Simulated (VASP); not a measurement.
# BeTe (F-43m) in VASP: further runs, part 2 of 2

VASP 6.6.1. Earlier steps stand in the parts before.

## (5) Single point, PBE (volume changed by +6%)

Contents of INCAR:

```
SYSTEM = BeTe
PREC = Accurate
ENCUT = 600
EDIFF = 1E-6
ISMEAR = 0
SIGMA = 0.01
LREAL = .FALSE.
LASPH = .TRUE.
NELM = 120
ALGO = Normal
ISIF = 2
LWAVE = .FALSE.
LCHARG = .FALSE.
GGA = PE
NBANDS = 11
GGA_COMPAT = .FALSE.
```

Contents of KPOINTS:

```
regular mesh
0
G
  6 6 6
  0 0 0
```

Contents of POSCAR:

```
BeTe
1.0
    0.0000000000      2.8874154146      2.8874154146
    2.8874154146      0.0000000000      2.8874154146
    2.8874154146      2.8874154146      0.0000000000
Be Te
1 1
Direct
    0.0000000000      0.0000000000      0.0000000000
    0.2500000000      0.2500000000      0.2500000000
```

Potentials or basis: VASP PAW PBE potentials, release 64 (Be, Te).

On the command line:

```bash
cat potpaw_PBE.64/Be/POTCAR potpaw_PBE.64/Te/POTCAR > POTCAR
mpirun -np 1 vasp_std > vasp.out
```

OUTCAR:

```text
SYSTEM = BeTe
   PREC = Accurate
   ENCUT = 600
   EDIFF = 1E-6
   ISMEAR = 0
   LREAL = .FALSE.
   LASPH = .TRUE.
   NELM = 120
   ISIF = 2
   GGA = PE

 ion  position               nearest neighbor table
   1  0.000  0.000  0.000-   2 2.50   2 2.50   2 2.50   2 2.50
   2  0.250  0.250  0.250-   1 2.50   1 2.50   1 2.50   1 2.50

  LATTYP: Found a face centered cubic cell.
 ALAT       =     5.7748308292

  Lattice vectors:

 A1 = (   0.0000000000,   2.8874154146,   2.8874154146)
 A2 = (   2.8874154146,   0.0000000000,   2.8874154146)
 A3 = (   2.8874154146,   2.8874154146,   0.0000000000)

Analysis of symmetry for initial positions (statically):
=====================================================================
 Subroutine PRICEL returns:
 Original cell was already a primitive cell.

 Routine SETGRP: Setting up the symmetry group for a
 face centered cubic supercell.

 Subroutine GETGRP returns: Found 24 space group operations
 (whereof 24 operations were pure point group operations)
 out of a pool of 48 trial point group operations.

The static configuration has the point symmetry T_d .

Analysis of symmetry for dynamics (positions and initial velocities):
=====================================================================
 Subroutine PRICEL returns:
 Original cell was already a primitive cell.

 Routine SETGRP: Setting up the symmetry group for a
 face centered cubic supercell.

 Subroutine GETGRP returns: Found 24 space group operations
 (whereof 24 operations were pure point group operations)
 out of a pool of 48 trial point group operations.

The dynamic configuration has the point symmetry T_d .

 Subroutine INISYM returns: Found 24 space group operations
 (whereof 24 operations are pure point group operations),
 and found     1 'primitive' translations

----------------------------------------------------------------------------------------

[... 109 lines left out ...]
   LHFCALC =     F    Hartree Fock is set to
   AEXX    =    0.0000 exact exchange contribution
   IVDW    =     0    specifies the selected vdW correction
   LEPSILON=     F    determine dielectric tensor
   LRPA    =     F    only Hartree local field effects (RPA)
 non-spin polarized calculation
 Gauss-broadening in eV      SIGMA  =   0.01
  energy-cutoff  :      600.00
  volume of cell :       48.15
 maximum number of plane-waves:      1639
 NGX is ok and might be reduce to    36
   NGX = 17   NGY = 17   NGZ = 17

 number of electron       8.0000000 magnetization

 Free energy of the ion-electron system (eV)
  ---------------------------------------------------
  ext. energy  EPLUGINS =         0.00000000
  ---------------------------------------------------
  free energy    TOTEN  =        -7.59541981 eV

  energy without entropy =       -7.59541981  energy(sigma->0) =       -7.59541981

 E-fermi :   4.3924     XC(G=0):  -8.7565

 val. band max:        4.2896855173   @ k =   0.0000   0.0000   0.0000
 cond. band min:       6.4354643830   @ k =   0.5000   0.5000   0.0000
 fundamental gap:      2.1457788657
 Fermi energy:         4.3924162003

 k-point     1 :       0.0000    0.0000    0.0000
  band No.  band energies     occupation
      1      -7.5366      2.00000
      2       4.2897      2.00000
      3       4.2897      2.00000
      4       4.2897      2.00000
      5       7.5796      0.00000
      6       7.9519      0.00000
      7       7.9519      0.00000
      8       7.9519      0.00000
      9      12.4867      0.00000
     10      14.3759      0.00000
     11      14.3759      0.00000
[... 197 lines left out ...]
 k-point    16 :      -0.3333    0.5000    0.1667
  band No.  band energies     occupation
      1      -5.9317      2.00000
      2      -0.1434      2.00000
      3       1.2454      2.00000
      4       1.5337      2.00000
      5       8.0320      0.00000
      6       8.5544      0.00000
      7      11.3716      0.00000
      8      11.6252      0.00000
      9      14.8334      0.00000
     10      15.4992      0.00000
     11      16.7808      0.00000

------------------------ aborting loop because EDIFF is reached ----------------------------------------

  FORCE on cell =-STRESS in cart. coord.  units (eV):
  Direction    XX          YY          ZZ          XY          YZ          ZX
  --------------------------------------------------------------------------------------
  -------------------------------------------------------------------------------------
  Total       -0.8381425     -0.8381425     -0.8381425      0.0000000      0.0000000      0.0000000
  in kB      -27.8914222    -27.8914222    -27.8914222      0.0000000      0.0000000      0.0000000
  external PRESSURE =     -27.8914222 kB  Pullay stress =       0.0000000 kB

 VOLUME and BASIS-vectors are now :
 -----------------------------------------------------------------------------
  energy-cutoff  :      600.00
  volume of cell :       48.15
      direct lattice vectors                 reciprocal lattice vectors
     0.000000000  2.887415415  2.887415415    -0.173165246  0.173165246  0.173165246
     2.887415415  0.000000000  2.887415415     0.173165246 -0.173165246  0.173165246
     2.887415415  2.887415415  0.000000000     0.173165246  0.173165246 -0.173165246

 POSITION                                       TOTAL-FORCE (eV/Angst)
 -----------------------------------------------------------------------------------
      0.00000      0.00000      0.00000         0.000000      0.000000      0.000000
      1.44371      1.44371      1.44371        -0.000000     -0.000000     -0.000000
 -----------------------------------------------------------------------------------
    total drift:                                0.000000      0.000000      0.000000

  FREE ENERGIE OF THE ION-ELECTRON SYSTEM (eV)
  ---------------------------------------------------
  free  energy   TOTEN  =        -7.5954198054 eV

  energy  without entropy=       -7.5954198054  energy(sigma->0) =       -7.59541981
```

stdout:

```text
POSCAR found type information on POSCAR BeTe
 POSCAR found :  2 types and       2 ions
 scaLAPACK will be used
 LDA part: xc-table for (Slater+PW92), standard interpolation
 POSCAR, INCAR and KPOINTS ok, starting setup
 FFT: planning ... GRIDC
 FFT: planning ... GRID_SOFT
 FFT: planning ... GRID
 WAVECAR not read
 entering main loop
```

It took 14 s on 1 thread of Intel Xeon Platinum 8375C at 2.90GHz (Ice Lake), shared host; peak memory 0.2 GiB.

What came out:

* Free energy: -7.5954 eV
* Pressure: -2.8 GPa
* Band gap on the k mesh: 2.15 eV, indirect (least direct gap 3.29 eV)

Levels at points of the mesh, in eV from the valence-band top:
```
           k point  band 2  band 3  band 4  band 5  band 6  band 7
(0.00, 0.00, 0.00)    0.00    0.00    0.00    3.29    3.66    3.66
(0.50, 0.00, 0.00)   -5.08   -1.01   -1.01    2.88    4.61    4.61
(0.50, 0.50, 0.00)   -4.73   -2.38   -2.38    2.15    2.75    9.23
```

Caveat: spin-orbit coupling is left out, which moves the levels of the heavy elements.

## (6) Single point, r2SCAN (volume changed by -6%)

Contents of POSCAR:

```
BeTe
1.0
    0.0000000000      2.7708796800      2.7708796800
    2.7708796800      0.0000000000      2.7708796800
    2.7708796800      2.7708796800      0.0000000000
Be Te
1 1
Direct
    0.0000000000      0.0000000000      0.0000000000
    0.2500000000      0.2500000000      0.2500000000
```

Contents of INCAR.step1:

```
SYSTEM = BeTe
ALGO = Normal ; EDIFF = 1E-5
ENCUT = 660 ; GGA = PE
GGA_COMPAT = .False. ; ISMEAR = 0
LASPH = .True. ; LCHARG = .False.
LREAL = .False. ; LWAVE = .True.
NBANDS = 11 ; NELM = 120
PREC = Accurate ; SIGMA = 0.01
```

Contents of INCAR.step2:

```
SYSTEM = BeTe
ALGO = Normal ; EDIFF = 1E-6
ENCUT = 660 ; GGA_COMPAT = .False.
ISIF = 2 ; ISMEAR = 0
ISTART = 1 ; LASPH = .True.
LCHARG = .False. ; LMIXTAU = .True.
LREAL = .False. ; LWAVE = .False.
METAGGA = R2SCAN ; NBANDS = 11
NELM = 120 ; PREC = Accurate
SIGMA = 0.01
```

Contents of KPOINTS:

```
k-points
0
Gamma
  6 6 6
  0 0 0
```

Potentials or basis: VASP PAW PBE potentials, release 64 (Be, Te).

On the command line:

```bash
cat potpaw_PBE.64/Be/POTCAR potpaw_PBE.64/Te/POTCAR > POTCAR
cp INCAR.step1 INCAR
mpirun -np 1 vasp_std > vasp.out
cp INCAR.step2 INCAR
mpirun -np 1 vasp_std > vasp.out
```

OUTCAR:

```text
SYSTEM = BeTe
   EDIFF = 1E-6
   ENCUT = 660
   ISIF = 2
   ISMEAR = 0
   ISTART = 1
   LASPH = .True.
   LREAL = .False.
   METAGGA = R2SCAN
   NELM = 120
   PREC = Accurate

 ion  position               nearest neighbor table
   1  0.000  0.000  0.000-   2 2.40   2 2.40   2 2.40   2 2.40
   2  0.250  0.250  0.250-   1 2.40   1 2.40   1 2.40   1 2.40

  LATTYP: Found a face centered cubic cell.
 ALAT       =     5.5417593600

  Lattice vectors:

 A1 = (   0.0000000000,   2.7708796800,   2.7708796800)
 A2 = (   2.7708796800,   0.0000000000,   2.7708796800)
 A3 = (   2.7708796800,   2.7708796800,   0.0000000000)

Analysis of symmetry for initial positions (statically):
=====================================================================
 Subroutine PRICEL returns:
 Original cell was already a primitive cell.

 Routine SETGRP: Setting up the symmetry group for a
 face centered cubic supercell.

 Subroutine GETGRP returns: Found 24 space group operations
 (whereof 24 operations were pure point group operations)
 out of a pool of 48 trial point group operations.

The static configuration has the point symmetry T_d .

Analysis of symmetry for dynamics (positions and initial velocities):
=====================================================================
 Subroutine PRICEL returns:
 Original cell was already a primitive cell.

 Routine SETGRP: Setting up the symmetry group for a
 face centered cubic supercell.

 Subroutine GETGRP returns: Found 24 space group operations
 (whereof 24 operations were pure point group operations)
 out of a pool of 48 trial point group operations.

The dynamic configuration has the point symmetry T_d .

 Subroutine INISYM returns: Found 24 space group operations
 (whereof 24 operations are pure point group operations),
 and found     1 'primitive' translations

----------------------------------------------------------------------------------------

                                     Primitive cell

  volume of cell :      42.5484
[... 107 lines left out ...]
   AEXX    =    0.0000 exact exchange contribution
   IVDW    =     0    specifies the selected vdW correction
   LEPSILON=     F    determine dielectric tensor
   LRPA    =     F    only Hartree local field effects (RPA)
 non-spin polarized calculation
 Gauss-broadening in eV      SIGMA  =   0.01
  energy-cutoff  :      660.00
  volume of cell :       42.55
 maximum number of plane-waves:      1676
 NGX is ok and might be reduce to    36
   NGX = 17   NGY = 17   NGZ = 17

 number of electron       8.0000000 magnetization

 Free energy of the ion-electron system (eV)
  ---------------------------------------------------
  ext. energy  EPLUGINS =         0.00000000
  ---------------------------------------------------
  free energy    TOTEN  =       -30.64299676 eV

  energy without entropy =      -30.64299676  energy(sigma->0) =      -30.64299676

 E-fermi :   5.6267     XC(G=0):  -9.6822

 val. band max:        5.5045520474   @ k =   0.0000   0.0000   0.0000
 cond. band min:       7.7138737429   @ k =   0.5000   0.5000   0.0000
 fundamental gap:      2.2093216955
 Fermi energy:         5.6266636347

 k-point     1 :       0.0000    0.0000    0.0000
  band No.  band energies     occupation
      1      -7.6318      2.00000
      2       5.5046      2.00000
      3       5.5046      2.00000
      4       5.5046      2.00000
      5       9.4644      0.00000
      6       9.4644      0.00000
      7       9.4644      0.00000
      8      10.4051      0.00000
      9      14.6303      0.00000
     10      16.3436      0.00000
     11      16.3436      0.00000
[... 197 lines left out ...]
 k-point    16 :      -0.3333    0.5000    0.1667
  band No.  band energies     occupation
      1      -5.4378      2.00000
      2       0.2514      2.00000
      3       1.7495      2.00000
      4       2.0832      2.00000
      5       9.6103      0.00000
      6      10.1701      0.00000
      7      13.6753      0.00000
      8      13.9055      0.00000
      9      17.4792      0.00000
     10      18.6034      0.00000
     11      19.4237      0.00000

------------------------ aborting loop because EDIFF is reached ----------------------------------------

  FORCE on cell =-STRESS in cart. coord.  units (eV):
  Direction    XX          YY          ZZ          XY          YZ          ZX
  --------------------------------------------------------------------------------------
  -------------------------------------------------------------------------------------
  Total        1.1750144      1.1750144      1.1750144     -0.0000000      0.0000000      0.0000000
  in kB       44.2456707     44.2456707     44.2456707     -0.0000000      0.0000000      0.0000000
  external PRESSURE =      44.2456707 kB  Pullay stress =       0.0000000 kB

 VOLUME and BASIS-vectors are now :
 -----------------------------------------------------------------------------
  energy-cutoff  :      660.00
  volume of cell :       42.55
      direct lattice vectors                 reciprocal lattice vectors
     0.000000000  2.770879680  2.770879680    -0.180448110  0.180448110  0.180448110
     2.770879680  0.000000000  2.770879680     0.180448110 -0.180448110  0.180448110
     2.770879680  2.770879680  0.000000000     0.180448110  0.180448110 -0.180448110

 POSITION                                       TOTAL-FORCE (eV/Angst)
 -----------------------------------------------------------------------------------
      0.00000      0.00000      0.00000         0.000000      0.000000      0.000000
      1.38544      1.38544      1.38544        -0.000000     -0.000000     -0.000000
 -----------------------------------------------------------------------------------
    total drift:                                0.000000      0.000000      0.000000

  FREE ENERGIE OF THE ION-ELECTRON SYSTEM (eV)
  ---------------------------------------------------
  free  energy   TOTEN  =       -30.6429967583 eV

  energy  without entropy=      -30.6429967583  energy(sigma->0) =      -30.64299676
```

OUTCAR.step1:

```text
SYSTEM = BeTe
   EDIFF = 1E-5
   ENCUT = 660
   GGA = PE
   ISMEAR = 0
   LASPH = .True.
   LREAL = .False.
[... 434 lines left out ...]
      0.00000      0.00000      0.00000         0.000000      0.000000      0.000000
      1.38544      1.38544      1.38544        -0.000000     -0.000000     -0.000000
 -----------------------------------------------------------------------------------
    total drift:                                0.000000      0.000000      0.000000

  FREE ENERGIE OF THE ION-ELECTRON SYSTEM (eV)
  ---------------------------------------------------
  free  energy   TOTEN  =        -7.5796365942 eV

  energy  without entropy=       -7.5796365942  energy(sigma->0) =       -7.57963659
```

OSZICAR.step1:

```text
N       E                     dE             d eps       ncg     rms          rms(c)
DAV:   1     0.226420922593E+02    0.22642E+02   -0.40119E+03   352   0.736E+02
DAV:   2    -0.645123077141E+01   -0.29093E+02   -0.28049E+02   432   0.104E+02
DAV:   3    -0.773745310345E+01   -0.12862E+01   -0.12818E+01   437   0.232E+01
DAV:   4    -0.775390499176E+01   -0.16452E-01   -0.16450E-01   454   0.287E+00
DAV:   5    -0.775416896568E+01   -0.26397E-03   -0.26397E-03   440   0.350E-01    0.443E+00
DAV:   6    -0.761780645190E+01    0.13636E+00   -0.16714E-01   434   0.174E+00    0.264E+00
DAV:   7    -0.757878684943E+01    0.39020E-01   -0.12488E-01   428   0.158E+00    0.565E-01
DAV:   8    -0.757931530258E+01   -0.52845E-03   -0.71707E-03   409   0.502E-01    0.893E-02
DAV:   9    -0.757957101588E+01   -0.25571E-03   -0.37898E-04   411   0.117E-01    0.357E-02
DAV:  10    -0.757963516702E+01   -0.64151E-04   -0.82945E-05   396   0.476E-02    0.171E-02
DAV:  11    -0.757963659424E+01   -0.14272E-05   -0.24899E-06   297   0.956E-03
   1 F= -.75796366E+01 E0= -.75796366E+01  d E =-.779208E-52
```

Wall time 36 s (1 thread of Intel Xeon Platinum 8375C at 2.90GHz (Ice Lake), shared host); peak memory 0.21 GiB.

Results:

* Free energy: -30.6430 eV
* Pressure: 4.4 GPa
* Band gap on the k mesh: 2.21 eV, indirect (least direct gap 3.96 eV)

Caveat: the PAW data sets were made with another functional, which shifts forces and pressure a little; spin-orbit coupling is left out, which moves the levels of the heavy elements. A k mesh can miss the band edges.

## (7) The runs side by side

```tsv
level	cell	cutoff (eV)	gap on the mesh (eV)	pressure (GPa)
PBE	a = 3.964 Å, angles 60.0°, 2 atoms	600	1.94	2.0
PBE	a = 4.005 Å, angles 60.0°, 2 atoms	600	2.01	0.2
PBE	a = 4.045 Å, angles 60.0°, 2 atoms	600	2.08	-1.4
PBE	a = 4.083 Å, angles 60.0°, 2 atoms	600	2.15	-2.8
r2SCAN	a = 3.919 Å, angles 60.0°, 2 atoms	660	2.21	4.4
```

Alike in all rows: task single point; potentials or basis VASP PAW PBE potentials, release 64 (Be, Te); no spin polarisation; k mesh 6 × 6 × 6; smearing gaussian 0.01 eV.

Caveats: spin-orbit coupling is left out, which moves the levels of the heavy elements; the PAW data sets were made with another functional, which shifts forces and pressure a little (some runs).

Absolute energies hang on the potentials; compare differences alone.
